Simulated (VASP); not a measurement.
# Co14NiW5 in VASP: a series of runs

The runs below take Co14NiW5 through single point, with PBE.

Program: VASP 6.6.1. These are calculated values, not measurements. Logs are shortened: lines on timing, memory, paths and dates and some standing lists are left out, and cuts for length are marked.

## Step 1: The cell of the first run

The cell holds a disordered packing, 20 atoms: a = 6.412 Å, b = 6.156 Å, c = 6.644 Å, α = 89.00°, β = 94.63°, γ = 91.19°.

## Step 2: Single point, PBE

INCAR

```
SYSTEM = Co14NiW5
ALGO = Normal
EDIFF = 1E-6
ENCUT = 520
GGA = PE
ISIF = 2
ISMEAR = -1
ISYM = 0
LASPH = .True.
LCHARG = .False.
LREAL = Auto
LWAVE = .False.
NBANDS = 119
NELM = 60
PREC = Accurate
SIGMA = 0.2809
```

KPOINTS

```
Automatic mesh
0
Gamma
  1 1 1
  0.25 0.25 0.25
```

POSCAR

```
Co14NiW5
1.0
    6.4067140000     -0.0639040000     -0.2633820000
   -0.0639040000      6.1558140000      0.0545630000
   -0.2633820000      0.0545630000      6.6380590000
Co W Ni
14 5 1
Direct
    0.7521802822      0.9713740960      0.5623970294
    0.4840406079      0.2816011911      0.5876798591
    0.2828761738      0.5134962914      0.8117269814
    0.3449127619      0.3404697701      0.2475986973
    0.5824377788      0.6505111663      0.6173846581
    0.5683806328      0.0739170911      0.1782147597
    0.3075990209      0.6991595099      0.1268608497
    0.9008350662      0.2100149470      0.8768398557
   -0.0051224691      0.6189262975      0.0375801659
    0.5836350115      0.4421398801      0.9730357140
    0.2969329019      0.9586745300      0.4416932153
    0.7864254245      0.7291237714      0.2652605409
    0.8971676390      0.4979992046      0.7020348081
    0.2858629388      0.1006991257      0.9396238729
    0.1491480981      0.5834696969      0.4470471063
    0.0528757611      0.8582942960      0.7632998459
    0.5804735595      0.8622320736      0.8634113253
    0.9795503439      1.0724227286      0.1916562247
    0.7865175593      0.3223173037      0.3592223222
    0.1113399335      0.1596928267      0.5850251730
```

Potentials or basis: VASP PAW PBE potentials, release 64 (Co, W_sv, Ni).

Run with:

```bash
$ cat potpaw_PBE.64/Co/POTCAR potpaw_PBE.64/W_sv/POTCAR potpaw_PBE.64/Ni/POTCAR > POTCAR
$ mpirun -np 1 vasp_std > vasp.out
```

OUTCAR:

```text
SYSTEM = Co14NiW5
   EDIFF = 1E-6
   ENCUT = 520
   GGA = PE
   ISIF = 2
   ISMEAR = -1
   ISYM = 0
   LASPH = .True.
   LREAL = Auto
   NELM = 60
   PREC = Accurate

 ion  position               nearest neighbor table
   1  0.752  0.971  0.562-   5 2.27  16 2.36  17 2.44  12 2.52  19 2.54  20 2.55   2 2.61   8 2.68
                             6 2.79  11 2.96  18 3.01
   2  0.484  0.282  0.588-   5 2.35   4 2.39  11 2.47  20 2.49   3 2.53  19 2.56   1 2.61  10 2.78
                            14 2.94  15 2.95  13 2.99   6 3.12  17 3.18
   3  0.283  0.513  0.812-  10 2.18   7 2.40  13 2.52   5 2.52   2 2.53  15 2.54   9 2.57  16 2.61
                            14 2.67  20 2.82  17 2.85   4 3.07   8 3.10
   4  0.345  0.340  0.248-   6 2.28   7 2.35   2 2.39  15 2.45  10 2.54  14 2.54  11 2.69  18 2.84
                            19 2.87  20 2.98   3 3.07   9 3.08
   5  0.582  0.651  0.617-  17 2.11  13 2.27   1 2.27   2 2.35   3 2.52  10 2.67  12 2.80  11 2.83
                            15 2.94  19 3.05
   6  0.568  0.074  0.178-   4 2.28  14 2.32  19 2.33  17 2.49  12 2.60  10 2.63  18 2.63  11 2.64
                             1 2.79   7 2.83   2 3.12
   7  0.308  0.699  0.127-   9 2.10   4 2.35   3 2.40  15 2.52  11 2.66  10 2.67  17 2.74  14 2.75
                             6 2.83  16 2.97  18 3.20
   8  0.901  0.210  0.877-  13 2.10  18 2.27  20 2.48  16 2.54  14 2.57  10 2.64   1 2.68   9 2.79
                            17 2.93   3 3.10
   9  0.995  0.619  0.038-   7 2.10  12 2.22  16 2.37  13 2.39   3 2.57   8 2.79  15 2.82  10 2.84
                            18 3.00   4 3.08  19 3.15  17 3.20
  10  0.584  0.442  0.973-   3 2.18   4 2.54   6 2.63   8 2.64   5 2.67   7 2.67  17 2.67   2 2.78
                            14 2.81  13 2.82   9 2.84  12 2.86  19 2.87
  11  0.297  0.959  0.442-  20 2.03   2 2.47  15 2.48  18 2.62   6 2.64   7 2.66   4 2.69  16 2.80
                             5 2.83   1 2.96  17 3.27
  12  0.786  0.729  0.265-   9 2.22  18 2.49   1 2.52  19 2.57   6 2.60  15 2.70   5 2.80  10 2.86
                            17 2.99
  13  0.897  0.498  0.702-   8 2.10   5 2.27   9 2.39  16 2.44  15 2.48   3 2.52  19 2.58  20 2.68
                            10 2.82   2 2.99  17 3.31
  14  0.286  0.101  0.940-   6 2.32  16 2.35  17 2.51   4 2.54  20 2.55   8 2.57   3 2.67  18 2.68
                             7 2.75  10 2.81   2 2.94
  15  0.149  0.583  0.447-   4 2.45  13 2.48  11 2.48   7 2.52   3 2.54  12 2.70  20 2.76   9 2.82
                            19 2.83  16 2.83   5 2.94   2 2.95
  16  0.053  0.858  0.763-  20 2.23  14 2.35   1 2.36   9 2.37  13 2.44   8 2.54   3 2.61  11 2.80
                            15 2.83   7 2.97  17 3.15  18 3.23  17 3.39
  17  0.580  0.862  0.863-   5 2.11   1 2.44   6 2.49  14 2.51  10 2.67   7 2.74   3 2.85   8 2.93
                            12 2.99  16 3.15   2 3.18   9 3.20  11 3.27  13 3.31  16 3.39  18 3.47
  18  0.980  0.072  0.192-   8 2.27  19 2.35  12 2.49  11 2.62   6 2.63  14 2.68  20 2.74   4 2.84
                             9 3.00   1 3.01   7 3.20  16 3.23  17 3.47
  19  0.787  0.322  0.359-   6 2.33  18 2.35   1 2.54   2 2.56  12 2.57  13 2.58  20 2.67  15 2.83
                             4 2.87  10 2.87   5 3.05   9 3.15
  20  0.111  0.160  0.585-  11 2.03  16 2.23   8 2.48   2 2.49  14 2.55   1 2.55  19 2.67  13 2.68
                            18 2.74  15 2.76   3 2.82   4 2.98

IMPORTANT INFORMATION: All symmetrisations will be switched off!
NOSYMM: (Re-)initialisation of all symmetry stuff for point group C_1.

----------------------------------------------------------------------------------------

                                     Primitive cell

  volume of cell :     261.3240

  direct lattice vectors                    reciprocal lattice vectors
     6.406714000 -0.063904000 -0.263382000     0.156356410  0.001568274  0.006190950
    -0.063904000  6.155814000  0.054563000     0.001568274  0.162475619 -0.001273279
    -0.263382000  0.054563000  6.638059000     0.006190950 -0.001273279  0.150902554

  length of vectors
     6.412444002  6.156387483  6.643506189     0.156486787  0.162488177  0.151034864

  position of ions in fractional coordinates (direct lattice)
     0.752180282  0.971374096  0.562397029
     0.484040608  0.281601191  0.587679859
     0.282876174  0.513496291  0.811726981
     0.344912762  0.340469770  0.247598697
     0.582437779  0.650511166  0.617384658
     0.568380633  0.073917091  0.178214760
[... 12 lines left out ...]
     0.786517559  0.322317304  0.359222322
     0.111339933  0.159692827  0.585025173

  ion indices of the primitive-cell ions
   primitive index   ion index
                 1           1
                 2           2
                 3           3
                 4           4
                 5           5
                 6           6
[... 12 lines left out ...]
                19          19
                20          20

----------------------------------------------------------------------------------------

 KPOINTS: Automatic mesh

Automatic generation of k-mesh.
 Grid dimensions read from file:
 generate k-points for:    1    1    1

 Generating k-lattice:

  Cartesian coordinates                     Fractional coordinates (reciprocal lattice)
     0.156356410  0.001568274  0.006190950     1.000000000 -0.000000000 -0.000000000
     0.001568274  0.162475619 -0.001273279    -0.000000000  1.000000000  0.000000000
     0.006190950 -0.001273279  0.150902554    -0.000000000  0.000000000  1.000000000

  Length of vectors
     0.156486787  0.162488177  0.151034864

  Shift w.r.t. Gamma in fractional coordinates (k-lattice)
     0.250000000  0.250000000  0.250000000

 Subroutine IBZKPT returns following result:
 ===========================================

 Found      1 irreducible k-points:

 Following reciprocal coordinates:
            Coordinates               Weight
  0.250000  0.250000  0.250000      2.000000
   k-points           NKPTS =      1   k-points in BZ     NKDIM =      1   number of bands    NBANDS=    119
   number of dos      NEDOS =    301   number of ions     NIONS =     20
   total plane-waves  NPLWV = 115200
   dimension x,y,z NGX =    48 NGY =   48 NGZ =   50
   dimension x,y,z NGXF=    96 NGYF=   96 NGZF=  100
   ions per type =              14   5   1
   NGX,Y,Z   is equivalent  to a cutoff of  12.44, 12.96, 12.51 a.u.
   NGXF,Y,Z  is equivalent  to a cutoff of  24.89, 25.92, 25.02 a.u.
 SYSTEM =  Co14NiW5
   PREC   = accura    normal or accurate (medium, high low for compatibility)
   ISTART =      0    job   : 0-new  1-cont  2-samecut
   ICHARG =      2    charge: 1-file 2-atom 10-const
   ISPIN  =      1    spin polarized calculation?
   LNONCOLLINEAR =      F non collinear calculations
   LSORBIT =      F    spin-orbit coupling
   LASPH  =      T    aspherical Exc in radial PAW
   ENCUT  =  520.0 eV  38.22 Ry    6.18 a.u.  11.92 11.45 12.35*2*pi/ulx,y,z
   NELM   =     60;   NELMIN=  2; NELMDL= -5     # of ELM steps
   EDIFF  = 0.1E-05   stopping-criterion for ELM
   LREAL  =      T    real-space projection
   EDIFFG = 0.1E-04   stopping-criterion for IOM
   NSW    =      0    number of steps for IOM
   IBRION =     -1    ionic relax: 0-MD 1-quasi-New 2-CG
   NFREE  =      0    steps in history (QN), initial steepest desc. (CG)
   ISIF   =      2    stress and relaxation
   ISYM   =      0    0-nonsym 1-usesym 2-fastsym
   POTIM  = 0.5000    time-step for ionic-motion
   TEBEG  =    0.0;   TEEND  =   0.0 temperature during run
   PSTRESS=    0.0 pullay stress
   NELECT =     206.0000    total number of electrons
   NUPDOWN=      -1.0000    fix difference up-down
   EMIN   =  10.00;   EMAX   =-10.00  energy-range for DOS
   EFERMI =   0.00;   METHOD = LEGACY
   ISMEAR =    -1;   SIGMA  =   0.28  broadening in eV -4-tet -1-fermi 0-gaus
   EFERMI_NEDOS =   21; number of points for ismear=-14 and -15
   IALGO  =     38    algorithm
   IMIX   =      4    mixing-type and parameters
     AMIX     =   0.40;   BMIX     =  1.00
     AMIX_MAG =   1.60;   BMIX_MAG =  1.00
  volume/ion in A,a.u.               =      13.07        88.18
  Fermi-wavevector in a.u.,A,eV,Ry     =   1.512298  2.857830 31.117155  2.287046
  Thomas-Fermi vector in A             =   2.622241
   LORBIT       =      0    0 simple, 1 ext, 2 COOP (PROOUT), +10 PAW based schemes
   GGA     = PE    functional components
   LHFCALC =     F    Hartree Fock is set to
   AEXX    =    0.0000 exact exchange contribution
   IVDW    =     0    specifies the selected vdW correction
   LEPSILON=     F    determine dielectric tensor
   LRPA    =     F    only Hartree local field effects (RPA)
 non-spin polarized calculation
  energy-cutoff  :      520.00
  volume of cell :      261.32
 maximum number of plane-waves:      7033
 NGX is ok and might be reduce to    48
   NGX = 23   NGY = 23   NGZ = 25

 number of electron     206.0000034 magnetization

 Free energy of the ion-electron system (eV)
  ---------------------------------------------------
  ext. energy  EPLUGINS =         0.00000000
  ---------------------------------------------------
  free energy    TOTEN  =      -161.22855381 eV

  energy without entropy =     -153.27894031  energy(sigma->0) =     -157.25374706

 E-fermi :   9.4964     XC(G=0): -12.9398

 val. band max:        9.4710147162   @ k =   0.2500   0.2500   0.2500
 cond. band min:       9.5192918837   @ k =   0.2500   0.2500   0.2500
 fundamental gap:      0.0482771675
 Fermi energy:         9.4964492140

 k-point     1 :       0.2500    0.2500    0.2500
  band No.  band energies     occupation
      1     -64.9281      2.00000
      2     -64.7067      2.00000
      3     -64.6181      2.00000
      4     -64.5204      2.00000
      5     -64.2460      2.00000
      6     -29.4192      2.00000
[... 107 lines left out ...]
    114      10.3360      0.09587
    115      10.3893      0.07996
 [bands above 115 left out]

------------------------ aborting loop because EDIFF is reached ----------------------------------------

  FORCE on cell =-STRESS in cart. coord.  units (eV):
  Direction    XX          YY          ZZ          XY          YZ          ZX
  --------------------------------------------------------------------------------------
  -------------------------------------------------------------------------------------
  Total       -3.8793714      8.7339831      2.0501654     -2.6569267      6.5553552     -3.5354158
  in kB      -23.7844263     53.5480505     12.5695640    -16.2896180     40.1908833    -21.6756346
  external PRESSURE =      14.1110628 kB  Pullay stress =       0.0000000 kB

 VOLUME and BASIS-vectors are now :
 -----------------------------------------------------------------------------
  energy-cutoff  :      520.00
  volume of cell :      261.32
      direct lattice vectors                 reciprocal lattice vectors
     6.406714000 -0.063904000 -0.263382000     0.156356410  0.001568274  0.006190950
    -0.063904000  6.155814000  0.054563000     0.001568274  0.162475619 -0.001273279
    -0.263382000  0.054563000  6.638059000     0.006190950 -0.001273279  0.150902554

 POSITION                                       TOTAL-FORCE (eV/Angst)
 -----------------------------------------------------------------------------------
      4.60880      5.96222      3.58812        -0.020517      1.283952     -1.186046
      2.92833      1.73462      3.78893         0.386145     -0.714252      1.010452
      1.56570      3.18720      5.34181        -1.173501     -0.112787     -0.679993
      2.12279      2.08734      1.57131        -0.527333     -0.064552     -0.230705
      3.52733      4.00089      3.98033        -1.231685     -2.227612     -3.115077
      3.58979      0.42842      1.03733         0.122769     -1.753468      0.426768
[... 12 lines left out ...]
      4.92378      1.95346      2.19497        -2.558087      3.591481      1.232680
      0.54903      1.00784      3.86282        -1.319062      4.759950     -0.314875
 -----------------------------------------------------------------------------------
    total drift:                               -0.002412      0.002285     -0.001229

  FREE ENERGIE OF THE ION-ELECTRON SYSTEM (eV)
  ---------------------------------------------------
  free  energy   TOTEN  =      -161.2285538133 eV

  energy  without entropy=     -153.2789403114  energy(sigma->0) =     -157.25374706
```

It took 2.7 min on 1 thread of Intel Xeon Platinum 8488C (Sapphire Rapids), shared host; peak memory 0.35 GiB.

What came out:

```
Free energy   : -161.2286 eV
Pressure      : 1.4 GPa
Largest force : 4.980 eV/Å
```

Forces in eV/Å, atoms in the order of the input:
```
Co  -0.021  1.284 -1.186
Co   0.386 -0.714  1.010
Co  -1.174 -0.113 -0.680
Co  -0.527 -0.065 -0.231
Co  -1.232 -2.228 -3.115
Co   0.123 -1.753  0.427
Co   2.330  1.776  0.362
Co  -1.183 -0.896 -0.093
Co  -1.744 -1.885  0.378
Co   1.489 -0.259  0.857
Co   3.032 -2.433 -1.663
Co  -1.570  0.032  0.651
Co  -0.520  0.736 -1.244
Co   0.504  1.408 -0.372
W    0.346  0.697 -0.545
W    0.081 -2.074  1.744
W    0.200  1.797  3.141
W    3.356 -3.662 -0.359
W   -2.558  3.591  1.233
Ni  -1.319  4.760 -0.315
```

Stress tensor (GPa, compression positive):
```
-2.38 -1.63 -2.17
-1.63  5.35  4.02
-2.17  4.02  1.26
```

Caveat: the k points lie up to 1.02 Å⁻¹ apart, too coarse for converged energies, forces and pressures; the atoms stand as in a frame of molecular dynamics; so wide a smearing shifts energies and pressures; spin-orbit coupling is left out, which moves the levels of the heavy elements; the run has no spin polarisation, though such a crystal can be magnetic. Spin polarisation is off, so any magnetic state and its effect on volume and gap are missing.

## Step 3: Single point, PBE

INCAR

```
ALGO = Normal ; EDIFF = 1E-7
ENCUT = 520 ; GGA = PE
ISIF = 2 ; ISMEAR = -1
ISYM = 0 ; LASPH = True
LCHARG = False ; LREAL = Auto
LWAVE = False ; NBANDS = 119
NELM = 100 ; PREC = Accurate
SIGMA = 0.2809
```

KPOINTS is that of step 2.

POSCAR

```
Co14NiW5
1.0
    6.4067140000     -0.0639040000     -0.2633820000
   -0.0639040000      6.1558140000      0.0545630000
   -0.2633820000      0.0545630000      6.6380590000
Co W Ni
14 5 1
Direct
    0.7606318146      1.0235723590      0.5531286405
    0.5227186522      0.2683215274      0.6255594077
    0.2518914093      0.4622198057      0.8332517930
    0.3253719412      0.3900819642      0.1459331817
    0.5537091078      0.6328767173      0.5474198647
    0.5712923264      0.0335090745      0.2096885189
    0.3193517811      0.7686520298      0.1053814903
    0.9268759222      0.1737581695      0.9270037623
   -0.0314629091      0.5811109694      0.0748374002
    0.6092502033      0.3763925551      1.0113440435
    0.3518974311      0.9717204423      0.4328821824
    0.6699489676      0.7067420175      0.2155492342
    0.8545542640      0.5233749706      0.6788201645
    0.1960470415      0.1283192133      0.7804186104
    0.1597085611      0.6181507670      0.3983444859
    0.0657880161      0.8404159184      0.7532218026
    0.6416335646      0.9234055728      0.8670160891
    1.0128087063      0.9713371533      0.2237904956
    0.7690371658      0.3722974260      0.3538999702
    0.0501983776      0.2242578664      0.4789722669
```

Potentials or basis: VASP PAW PBE potentials, release 64 (Co, W_sv, Ni).

Run with:

```bash
$ cat potpaw_PBE.64/Co/POTCAR potpaw_PBE.64/W_sv/POTCAR potpaw_PBE.64/Ni/POTCAR > POTCAR
$ mpirun -np 1 vasp_std > vasp.out
```

Run time: 2.8 min. Hardware: 1 thread of Intel Xeon Platinum 8488C (Sapphire Rapids), shared host; peak memory 0.35 GiB.

The run converged. Its results:

| Property | Result |
| --- | --- |
| Free energy | -158.5529 eV |
| Pressure | 7.1 GPa |
| Largest force | 8.153 eV/Å |

Forces on the atoms (eV/Å):
```
Co  -0.398 -1.695 -0.685
Co  -1.119  0.096  0.623
Co   0.044  3.250 -1.704
Co  -1.596 -1.635  3.227
Co  -1.633  1.617  0.140
Co   0.535  3.260 -0.326
Co  -0.525  0.656 -1.637
Co  -2.453  2.149  1.190
Co  -0.205 -0.592 -1.463
Co   1.841  0.044 -2.842
Co  -0.423  0.157  1.638
Co   0.686 -0.381 -0.369
Co   1.218 -0.694  1.674
Co   7.238  3.710  0.567
W    0.054 -1.222  2.093
W   -2.417 -7.026 -0.542
W   -0.828 -1.450 -0.002
W   -1.402 -0.606 -1.466
W   -3.381  0.314 -1.737
Ni   4.762  0.046  1.618
```

Stress tensor (GPa, compression positive):
```
 5.24  0.67  0.97
 0.67 13.52  0.63
 0.97  0.63  2.60
```

Levels at points of the mesh, in eV from the Fermi level:
```
           k point  band 101  band 102  band 103  band 104  band 105  band 106  band 107  band 108
(0.25, 0.25, 0.25)     -0.19     -0.11     -0.07     -0.02      0.02      0.11      0.13      0.22
```

Caveat: the k points lie up to 1.02 Å⁻¹ apart, too coarse for converged energies, forces and pressures; atoms lie so close that the PAW spheres overlap strongly, which falsifies energies and pressures; the atoms stand as in a frame of molecular dynamics; so wide a smearing shifts energies and pressures; spin-orbit coupling is left out, which moves the levels of the heavy elements; the run has no spin polarisation, though such a crystal can be magnetic.

(Part 1 of 2 ends here.)
